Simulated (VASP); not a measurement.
# Ca3H (Fm-3m) in VASP: a series of runs, part 2 of 2

VASP 6.6.1.

## (5) Single point, PBE

Input file INCAR:

```
PREC = Accurate
ENCUT = 520
EDIFF = 1E-6
ISMEAR = 0
SIGMA = 0.1
LREAL = F
LASPH = T
NELM = 100
ALGO = Fast
ISIF = 2
LWAVE = F
LCHARG = F
GGA = PE
NBANDS = 24
```

Input file KPOINTS:

```
Automatic mesh
0
Gamma
  4 4 4
```

Input file POSCAR:

```
Ca3H
1.0
    0.0000000000      4.1209225133      4.1209225133
    4.1209225133      0.0000000000      4.1209225133
    4.1209225133      4.1209225133      0.0000000000
Ca H
3 1
Direct
    0.5000000000      0.5000000000      0.5000000000
    0.2500000000      0.2500000000      0.2500000000
    0.7500000000      0.7500000000      0.7500000000
    0.0000000000      0.0000000000      0.0000000000
```

Potentials or basis: VASP PAW PBE potentials, release 64 (Ca_sv, H).

Run with:

```
cat potpaw_PBE.64/Ca_sv/POTCAR potpaw_PBE.64/H/POTCAR > POTCAR
mpirun -np 1 vasp_std > vasp.out
```

OUTCAR:

```text
PREC = Accurate
   ENCUT = 520
   EDIFF = 1E-6
   ISMEAR = 0
   LREAL = F
   LASPH = T
   NELM = 100
   ISIF = 2
   GGA = PE

 ion  position               nearest neighbor table
   1  0.500  0.500  0.500-
   2  0.250  0.250  0.250-
   3  0.750  0.750  0.750-
   4  0.000  0.000  0.000-

  LATTYP: Found a face centered cubic cell.
[... 395 lines left out ...]

  FORCE on cell =-STRESS in cart. coord.  units (eV):
  Direction    XX          YY          ZZ          XY          YZ          ZX
  --------------------------------------------------------------------------------------
  -------------------------------------------------------------------------------------
  Total        0.1742052      0.1742052      0.1742052      0.0000000      0.0000000     -0.0000000
  in kB        1.9941520      1.9941520      1.9941520      0.0000000      0.0000000     -0.0000000
  external PRESSURE =       1.9941520 kB  Pullay stress =       0.0000000 kB

 VOLUME and BASIS-vectors are now :
 -----------------------------------------------------------------------------
  energy-cutoff  :      520.00
  volume of cell :      139.96
      direct lattice vectors                 reciprocal lattice vectors
     0.000000000  4.120922513  4.120922513    -0.121332056  0.121332056  0.121332056
     4.120922513  0.000000000  4.120922513     0.121332056 -0.121332056  0.121332056
     4.120922513  4.120922513  0.000000000     0.121332056  0.121332056 -0.121332056

 POSITION                                       TOTAL-FORCE (eV/Angst)
 -----------------------------------------------------------------------------------
      4.12092      4.12092      4.12092        -0.000000      0.000000     -0.000000
      2.06046      2.06046      2.06046         0.000000      0.000000      0.000000
      6.18138      6.18138      6.18138         0.000000     -0.000000     -0.000000
      0.00000      0.00000      0.00000        -0.000000      0.000000     -0.000000
 -----------------------------------------------------------------------------------
    total drift:                               -0.000000     -0.000000     -0.000000

  FREE ENERGIE OF THE ION-ELECTRON SYSTEM (eV)
  ---------------------------------------------------
  free  energy   TOTEN  =        -6.8938439679 eV

  energy  without entropy=       -6.8779284013  energy(sigma->0) =       -6.88588618
```

Run time: 47 s. Hardware: 1 thread of Oxide Virtual Turin-like, shared host; peak memory 0.29 GiB.

Results:

| Property | Result |
| --- | --- |
| Free energy | -6.8938 eV |
| Pressure | 0.2 GPa |
| Band gap on the k mesh | zero (an odd number of electrons rules out a gap without spin polarisation) |

## (6) Relaxation of cell and atoms, PBE

This run uses another cell than the first one, of 25.24 Å³/atom.

Input file INCAR:

```
PREC = Accurate
ENCUT = 600
EDIFF = 1E-7
ISMEAR = 0
SIGMA = 0.1
LREAL = F
LASPH = T
NELM = 100
ALGO = Normal
ISIF = 3
LWAVE = F
LCHARG = F
GGA = PE
IBRION = 2
NSW = 90
EDIFFG = -0.04
```

KPOINTS is that of step 5.

Input file POSCAR:

```
Ca3H
1.0
    0.0000000000      3.6956341500      3.6956341500
    3.6956341500      0.0000000000      3.6956341500
    3.6956341500      3.6956341500      0.0000000000
Ca H
3 1
Direct
    0.5000000000      0.5000000000      0.5000000000
    0.2500000000      0.2500000000      0.2500000000
    0.7500000000      0.7500000000      0.7500000000
    0.0000000000      0.0000000000      0.0000000000
```

Potentials or basis: VASP PAW PBE potentials, release 64 (Ca_sv, H).

Run with:

```
cat potpaw_PBE.64/Ca_sv/POTCAR potpaw_PBE.64/H/POTCAR > POTCAR
mpirun -np 1 vasp_std > vasp.out
```

It took 2.1 min on 1 thread of Oxide Virtual Turin-like, shared host; peak memory 0.23 GiB.

The run converged. Its results:

```
Free energy                           : -6.8869 eV
Relaxed volume                        : 35.36 Å³/atom
Relaxed cell                          : a = 5.848 Å, b = 5.848 Å, c = 5.848 Å, α = 60.00°, β = 60.00°, γ = 60.00°
Space group after relaxing (to 0.1 Å) : Fm-3m (No. 225)
Energy gained by relaxing             : 203.5 meV/atom
Ionic steps                           : 4
Pressure after relaxing               : 0.0 GPa
Band gap on the k mesh                : zero (an odd number of electrons rules out a gap without spin polarisation)
```

Step by step:
```csv
step,energy change (eV),largest force (eV/Å),pressure (GPa),volume (Å³)
1,0.0000,0.0000,7.83,100.95
2,-0.6256,0.0000,3.09,120.05
3,-0.8115,0.0000,0.30,138.90
4,-0.8141,0.0000,0.03,141.45
```

Final structure:
```xyz
4
Lattice="0.0000 4.1355 4.1355 4.1355 0.0000 4.1355 4.1355 4.1355 0.0000" Properties=species:S:1:pos:R:3 pbc="T T T"
Ca    4.1355    4.1355    4.1355
Ca    2.0678    2.0678    2.0678
Ca    6.2033    6.2033    6.2033
H     0.0000    0.0000    0.0000
```

Levels at points of the mesh, in eV from the Fermi level:
| k point | band 12 | band 13 | band 14 | band 15 | band 16 | band 17 | band 18 | band 19 |
| --- | --- | --- | --- | --- | --- | --- | --- | --- |
| (0.00, 0.00, 0.00) | -23.31 | -4.48 | -0.48 | 0.19 | 0.19 | 0.41 | 0.41 | 0.41 |
| (0.50, 0.00, 0.00) | -23.30 | -3.15 | -2.52 | 0.13 | 0.22 | 0.22 | 0.55 | 0.63 |
| (0.50, 0.50, 0.00) | -23.30 | -2.88 | -1.89 | -1.30 | -0.66 | 0.44 | 0.44 | 1.15 |

Caveat: the k points lie up to 0.33 Å⁻¹ apart in the final cell, too coarse for converged energies and pressures of a metal; the volume moved by over 15 % at a fixed basis, so the end points are rough.

## (7) Summary

```csv
task,cell,k mesh,cutoff (eV),gap on the mesh (eV),pressure (GPa),relaxed volume (Å³/atom)
single point,"a = 5.828 Å, angles 60.0°, 4 atoms",4 × 4 × 4,520,none,0.2,-
single point,"a = 5.864 Å, angles 60.0°, 4 atoms",10 × 10 × 10,520,none,0.0,-
relaxation of cell and atoms,"relaxed from a = 5.828 Å, angles 60.0°, 4 atoms",10 × 10 × 10,600,none,0.0,35.70
relaxation of cell and atoms,"relaxed from a = 5.226 Å, angles 60.0°, 4 atoms",4 × 4 × 4,600,none,0.0,35.36
```

Alike in all rows: level PBE; potentials or basis VASP PAW PBE potentials, release 64 (Ca_sv, H); no spin polarisation; smearing gaussian 0.1 eV.

Caveats: some runs use coarse meshes; the volume moved by over 15 % at a fixed basis, so the end points are rough (at least some runs).

Total energies depend on the potentials used, so only differences within one code and one set of settings carry meaning.
